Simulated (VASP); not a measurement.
# Ti (P6_3/mmc) in VASP: relaxation of cell and atoms with PBE

Aim: the relaxation of cell and atoms of Ti with PBE.

Program: VASP 6.6.1. These are calculated values, not measurements. Logs are shortened: lines on timing, memory, paths and dates and some standing lists are left out, and cuts for length are marked.

**1. The cell of the first run**

It takes space group P6_3/mmc (No. 194, hexagonal). Conventional cell: a = 2.936 Å, b = 2.936 Å, c = 4.641 Å, α = 90.00°, β = 90.00°, γ = 120.00°. Ti (site symmetry -6m2) has 12 Ti at 2.87 to 2.94 Å within 3.8 Å.

**2. Relaxation of cell and atoms, PBE**

Input file INCAR:

```
SYSTEM = Ti
PREC = Accurate
ENCUT = 600
EDIFF = 1E-6
ISMEAR = 0
SIGMA = 0.1
LREAL = .FALSE.
LASPH = .TRUE.
NELM = 80
ALGO = Fast
ISIF = 3
LWAVE = .FALSE.
LCHARG = .FALSE.
GGA = PE
IBRION = 2
NSW = 100
EDIFFG = -0.005
```

Input file KPOINTS:

```
Automatic mesh
0
G
  18 18 10
  0 0 0
```

Input file POSCAR:

```
Ti
1.0
    2.9357319200      0.0000000000      0.0000000000
   -1.4678659600      2.5424184200      0.0000000000
    0.0000000000      0.0000000000      4.6408561500
Ti
2
Direct
    0.3333333300      0.6666666700      0.2500000000
    0.6666666700      0.3333333300      0.7500000000
```

Potentials or basis: VASP PAW PBE potentials, release 64 (Ti_sv).

Run with:

```
$ cat potpaw_PBE.64/Ti_sv/POTCAR > POTCAR
$ mpirun -np 1 vasp_std > vasp.out
```

OUTCAR:

```text
SYSTEM = Ti
   PREC = Accurate
   ENCUT = 600
   EDIFF = 1E-6
   ISMEAR = 0
   LREAL = .FALSE.
   LASPH = .TRUE.
   NELM = 80
   ISIF = 3
   GGA = PE
   IBRION = 2
   NSW = 100
   EDIFFG = -0.005

 ion  position               nearest neighbor table
   1  0.333  0.667  0.250-   2 2.87   2 2.87   2 2.87   2 2.87   2 2.87   2 2.87
   2  0.667  0.333  0.750-   1 2.87   1 2.87   1 2.87   1 2.87   1 2.87   1 2.87

  LATTYP: Found a hexagonal cell.
 ALAT       =     2.9357319200
 C/A-ratio  =     1.5808174167

  Lattice vectors:

 A1 = (   2.9357319200,   0.0000000000,   0.0000000000)
 A2 = (  -1.4678659600,   2.5424184200,   0.0000000000)
 A3 = (   0.0000000000,   0.0000000000,   4.6408561500)

Analysis of symmetry for initial positions (statically):
=====================================================================
 Subroutine PRICEL returns:
 Original cell was already a primitive cell.

 Routine SETGRP: Setting up the symmetry group for a
 hexagonal supercell.

 Subroutine GETGRP returns: Found 24 space group operations
 (whereof 12 operations were pure point group operations)
 out of a pool of 24 trial point group operations.

The static configuration has the point symmetry D_3d.
 The point group associated with its full space group is D_6h.

Analysis of symmetry for dynamics (positions and initial velocities):
=====================================================================
 Subroutine PRICEL returns:
 Original cell was already a primitive cell.

 Routine SETGRP: Setting up the symmetry group for a
 hexagonal supercell.

 Subroutine GETGRP returns: Found 24 space group operations
 (whereof 12 operations were pure point group operations)
 out of a pool of 24 trial point group operations.

The dynamic configuration has the point symmetry D_3d.
 The point group associated with its full space group is D_6h.

 Subroutine INISYM returns: Found 24 space group operations
 (whereof 12 operations are pure point group operations),
 and found     1 'primitive' translations

----------------------------------------------------------------------------------------

                                     Primitive cell

  volume of cell :      34.6387

  direct lattice vectors                    reciprocal lattice vectors
     2.935731920  0.000000000  0.000000000     0.340630557  0.196663144  0.000000000
    -1.467865960  2.542418420  0.000000000     0.000000000  0.393326288  0.000000000
     0.000000000  0.000000000  4.640856150     0.000000000  0.000000000  0.215477483

  length of vectors
     2.935731920  2.935731919  4.640856150     0.393326288  0.393326288  0.215477483

  position of ions in fractional coordinates (direct lattice)
     0.333333330  0.666666670  0.250000000
     0.666666670  0.333333330  0.750000000

  ion indices of the primitive-cell ions
   primitive index   ion index
                 1           1
                 2           2

----------------------------------------------------------------------------------------

 KPOINTS: Automatic mesh

Automatic generation of k-mesh.
 Grid dimensions read from file:
 generate k-points for:   18   18   10

 Generating k-lattice:

  Cartesian coordinates                     Fractional coordinates (reciprocal lattice)
     0.018923920  0.010925730  0.000000000     0.055555556 -0.000000000  0.000000000
     0.000000000  0.021851460  0.000000000     0.000000000  0.055555556  0.000000000
     0.000000000  0.000000000  0.021547748     0.000000000  0.000000000  0.100000000

  Length of vectors
     0.021851460  0.021851460  0.021547748

  Shift w.r.t. Gamma in fractional coordinates (k-lattice)
     0.000000000  0.000000000  0.000000000

 Subroutine IBZKPT returns following result:
 ===========================================

 Found    222 irreducible k-points:

 Following reciprocal coordinates:
            Coordinates               Weight
  0.000000  0.000000  0.000000      1.000000
  0.055556 -0.000000  0.000000      6.000000
  0.111111 -0.000000  0.000000      6.000000
  0.166667 -0.000000  0.000000      6.000000
  0.222222 -0.000000  0.000000      6.000000
  0.277778 -0.000000  0.000000      6.000000
[... 16 lines left out ...]
  0.333333  0.111111  0.000000     12.000000
  0.388889  0.111111  0.000000     12.000000
 [... further k-points ...]
   k-points           NKPTS =    222   k-points in BZ     NKDIM =    222   number of bands    NBANDS=     16
   number of dos      NEDOS =    301   number of ions     NIONS =      2
   total plane-waves  NPLWV =  23040
   dimension x,y,z NGX =    24 NGY =   24 NGZ =   40
   dimension x,y,z NGXF=    48 NGYF=   48 NGZF=   80
   ions per type =               2
   NGX,Y,Z   is equivalent  to a cutoff of  13.59, 13.59, 14.33 a.u.
   NGXF,Y,Z  is equivalent  to a cutoff of  27.18, 27.18, 28.66 a.u.
 SYSTEM =  Ti
   PREC   = accura    normal or accurate (medium, high low for compatibility)
   ISTART =      0    job   : 0-new  1-cont  2-samecut
   ICHARG =      2    charge: 1-file 2-atom 10-const
   ISPIN  =      1    spin polarized calculation?
   LNONCOLLINEAR =      F non collinear calculations
   LSORBIT =      F    spin-orbit coupling
   LASPH  =      T    aspherical Exc in radial PAW
   ENCUT  =  600.0 eV  44.10 Ry    6.64 a.u.   5.86  5.86  9.27*2*pi/ulx,y,z
   NELM   =     80;   NELMIN=  2; NELMDL= -5     # of ELM steps
   EDIFF  = 0.1E-05   stopping-criterion for ELM
   LREAL  =      F    real-space projection
   EDIFFG = -.5E-02   stopping-criterion for IOM
   NSW    =    100    number of steps for IOM
   IBRION =      2    ionic relax: 0-MD 1-quasi-New 2-CG
   NFREE  =      1    steps in history (QN), initial steepest desc. (CG)
   ISIF   =      3    stress and relaxation
   ISYM   =      2    0-nonsym 1-usesym 2-fastsym
   POTIM  = 0.5000    time-step for ionic-motion
   TEBEG  =    0.0;   TEEND  =   0.0 temperature during run
   PSTRESS=    0.0 pullay stress
   NELECT =      24.0000    total number of electrons
   NUPDOWN=      -1.0000    fix difference up-down
   EMIN   =  10.00;   EMAX   =-10.00  energy-range for DOS
   EFERMI =   0.00;   METHOD = LEGACY
   ISMEAR =     0;   SIGMA  =   0.10  broadening in eV -4-tet -1-fermi 0-gaus
   EFERMI_NEDOS =   21; number of points for ismear=-14 and -15
   IALGO  =     68    algorithm
   IMIX   =      4    mixing-type and parameters
     AMIX     =   0.40;   BMIX     =  1.00
     AMIX_MAG =   1.60;   BMIX_MAG =  1.00
  volume/ion in A,a.u.               =      17.32       116.88
  Fermi-wavevector in a.u.,A,eV,Ry     =   1.448632  2.737518 28.552297  2.098535
  Thomas-Fermi vector in A             =   2.566451
   LORBIT       =      0    0 simple, 1 ext, 2 COOP (PROOUT), +10 PAW based schemes
   GGA     = PE    functional components
   LHFCALC =     F    Hartree Fock is set to
   AEXX    =    0.0000 exact exchange contribution
   IVDW    =     0    specifies the selected vdW correction
   LEPSILON=     F    determine dielectric tensor
   LRPA    =     F    only Hartree local field effects (RPA)
 conjugate gradient relaxation of ions
 non-spin polarized calculation
 RMM-DIIS sequential band-by-band and
 Gauss-broadening in eV      SIGMA  =   0.10
  energy-cutoff  :      600.00
  volume of cell :       34.64
 maximum number of plane-waves:      1182
 NGX is ok and might be reduce to    24
   NGX = 11   NGY = 11   NGZ = 19

--------------------------------------- Ionic step        1  -------------------------------------------

 number of electron      23.9999993 magnetization

 Free energy of the ion-electron system (eV)
  ---------------------------------------------------
  ext. energy  EPLUGINS =         0.00000000
  ---------------------------------------------------
  free energy    TOTEN  =       -15.43175828 eV

  energy without entropy =      -15.42223761  energy(sigma->0) =      -15.42699795

------------------------ aborting loop because EDIFF is reached ----------------------------------------

  FORCE on cell =-STRESS in cart. coord.  units (eV):
  Direction    XX          YY          ZZ          XY          YZ          ZX
  --------------------------------------------------------------------------------------
  -------------------------------------------------------------------------------------
  Total       -0.0342966     -0.0342966     -0.0198283     -0.0000000      0.0000000      0.0000000
  in kB       -1.5863542     -1.5863542     -0.9171390     -0.0000000      0.0000000      0.0000000
  external PRESSURE =      -1.3632825 kB  Pullay stress =       0.0000000 kB
[... 89 lines left out ...]
  FREE ENERGIE OF THE ION-ELECTRON SYSTEM (eV)
  ---------------------------------------------------
  free  energy   TOTEN  =       -15.6766983815 eV

  energy  without entropy=      -15.6673350254  energy(sigma->0) =      -15.67201670

[... ionic steps 4 to 21 ...]

--------------------------------------- Ionic step       22  -------------------------------------------

 number of electron      23.9999994 magnetization

------------------------ aborting loop because EDIFF is reached ----------------------------------------

  FORCE on cell =-STRESS in cart. coord.  units (eV):
  Direction    XX          YY          ZZ          XY          YZ          ZX
  --------------------------------------------------------------------------------------
  -------------------------------------------------------------------------------------
  Total       -0.0454676     -0.0454676     -0.0397583      0.0000000     -0.0000000      0.0000000
  in kB       -2.0969347     -2.0969347     -1.8336256      0.0000000     -0.0000000      0.0000000
  external PRESSURE =      -2.0091650 kB  Pullay stress =       0.0000000 kB
[... 57 lines left out ...]
  energy  without entropy=      -15.6673666772  energy(sigma->0) =      -15.67206294

--------------------------------------- Ionic step       24  -------------------------------------------

 number of electron      23.9999993 magnetization

 Free energy of the ion-electron system (eV)
  ---------------------------------------------------
  ext. energy  EPLUGINS =         0.00000000
  ---------------------------------------------------
  free energy    TOTEN  =       -15.67676130 eV

  energy without entropy =      -15.66737158  energy(sigma->0) =      -15.67206644

 E-fermi :   8.3597     XC(G=0): -11.5032

 val. band max:        8.3485226572   @ k =   0.3333   0.1667   0.4000
 cond. band min:       8.3770920844   @ k =   0.0556  -0.0000   0.5000
 fundamental gap:      0.0285694272
 Fermi energy:         8.3597153109

 k-point     1 :       0.0000    0.0000    0.0000
  band No.  band energies     occupation
      1     -48.5108      2.00000
      2     -48.3726      2.00000
      3     -25.1024      2.00000
      4     -24.4559      2.00000
      5     -24.4559      2.00000
      6     -24.3895      2.00000
[... 8 lines left out ...]
     15       9.6236      0.00000
     16       9.6236      0.00000
[... 420 lines left out ...]
  band No.  band energies     occupation
      1     -48.3933      2.00000
      2     -48.3480      2.00000
      3     -24.8979      2.00000
      4     -24.7961      2.00000
      5     -24.7794      2.00000
      6     -24.6216      2.00000
[... 8 lines left out ...]
     15       9.5222      0.00000
     16      11.4596      0.00000

 [... further k-points ...]

------------------------ aborting loop because EDIFF is reached ----------------------------------------

  FORCE on cell =-STRESS in cart. coord.  units (eV):
  Direction    XX          YY          ZZ          XY          YZ          ZX
  --------------------------------------------------------------------------------------
  -------------------------------------------------------------------------------------
  Total       -0.0061810     -0.0061810      0.0074047      0.0000000      0.0000000      0.0000000
  in kB       -0.2854402     -0.2854402      0.3419500      0.0000000      0.0000000      0.0000000
  external PRESSURE =      -0.0763101 kB  Pullay stress =       0.0000000 kB
[... 17 lines left out ...]
  FREE ENERGIE OF THE ION-ELECTRON SYSTEM (eV)
  ---------------------------------------------------
  free  energy   TOTEN  =       -15.6767612951 eV

  energy  without entropy=      -15.6673715773  energy(sigma->0) =      -15.67206644

 reached required accuracy - stopping structural energy minimisation
```

It took 15 min on 1 thread of Intel Xeon Platinum 8488C (Sapphire Rapids), shared host; peak memory 0.28 GiB.

Results:

```yaml
Free_energy: -15.6768 eV
Relaxed_volume: 17.35 Å³/atom
Relaxed_cell: a = 2.937 Å, b = 2.937 Å, c = 4.644 Å, α = 90.00°, β = 90.00°, γ = 120.00°
Space_group_after_relaxing_to_0.1_Å: P6_3/mmc (No. 194)
Energy_gained_by_relaxing: 122.5 meV/atom
Ionic_steps: 24
Pressure_after_relaxing: 0.0 GPa
Band_gap_on_the_k_mesh: zero (bands 12 and 13 overlap by 1.10 eV)
```

Step by step:
| step | energy change (eV) | largest force (eV/Å) | pressure (GPa) | volume (Å³) |
| --- | --- | --- | --- | --- |
| 1 | 0.0000 | 0.0000 | -0.14 | 34.64 |
| 2 | -0.2181 | 0.0000 | 0.42 | 34.56 |
| 3 | -0.2449 | 0.0000 | 0.27 | 34.62 |
| 4 | -0.2450 | 0.0000 | 0.21 | 34.63 |
| 5 | -0.2450 | 0.0000 | 0.18 | 34.64 |
| 6 | -0.2450 | 0.0000 | 0.24 | 34.64 |
| 7 | -0.2450 | 0.0000 | 0.21 | 34.64 |
| 8 | -0.2450 | 0.0000 | 0.20 | 34.64 |
| 9 | -0.2450 | 0.0000 | 0.19 | 34.64 |
| 10 | -0.2450 | 0.0000 | 0.19 | 34.64 |
| 11 | -0.2450 | 0.0000 | 0.18 | 34.64 |
| 12 | -0.2450 | 0.0000 | 0.19 | 34.64 |
| 13 | -0.2450 | 0.0000 | 0.18 | 34.64 |
| 14 | -0.2450 | 0.0000 | 0.18 | 34.64 |
| 15 | -0.2450 | 0.0000 | 0.18 | 34.64 |
| 16 | -0.2450 | 0.0000 | 0.18 | 34.64 |
| 17 | -0.2450 | 0.0000 | 0.18 | 34.64 |
| 18 | -0.2450 | 0.0000 | 0.18 | 34.64 |
| 19 | -0.2450 | 0.0000 | 0.18 | 34.64 |
| 20 | -0.2450 | 0.0000 | 0.11 | 34.68 |
| 21 | -0.2450 | 0.0000 | -0.04 | 34.76 |
| 22 | -0.2450 | 0.0000 | -0.20 | 34.74 |
| 23 | -0.2450 | 0.0000 | -0.12 | 34.70 |
| 24 | -0.2450 | 0.0000 | -0.01 | 34.69 |

Final structure:
```cif
data_structure
_symmetry_space_group_name_H-M 'P 1'
_symmetry_Int_Tables_number 1
_cell_length_a 2.9370
_cell_length_b 2.9370
_cell_length_c 4.6443
_cell_angle_alpha 90.000
_cell_angle_beta 90.000
_cell_angle_gamma 120.000
_cell_volume 34.69
loop_
_atom_site_label
_atom_site_type_symbol
_atom_site_fract_x
_atom_site_fract_y
_atom_site_fract_z
_atom_site_occupancy
Ti1 Ti 0.33333 0.66667 0.25000 1
Ti2 Ti 0.66667 0.33333 0.75000 1
```

Levels at points of the mesh, in eV from the Fermi level:
| k point | band 8 | band 9 | band 10 | band 11 | band 12 | band 13 | band 14 | band 15 | band 16 |
| --- | --- | --- | --- | --- | --- | --- | --- | --- | --- |
| (0.00, 0.00, 0.00) | -32.71 | -6.22 | -2.70 | 0.76 | 0.76 | 0.78 | 0.88 | 1.26 | 1.26 |
| (0.50, 0.00, 0.00) | -32.78 | -2.36 | -2.17 | -1.86 | -0.64 | 0.46 | 0.62 | 1.17 | 3.33 |
| (0.00, 0.00, 0.50) | -32.76 | -4.36 | -4.36 | 0.08 | 0.08 | 0.67 | 0.67 | 0.67 | 0.67 |
| (0.50, 0.00, 0.50) | -32.87 | -2.56 | -2.56 | -0.82 | -0.82 | 1.32 | 1.32 | 1.72 | 1.72 |
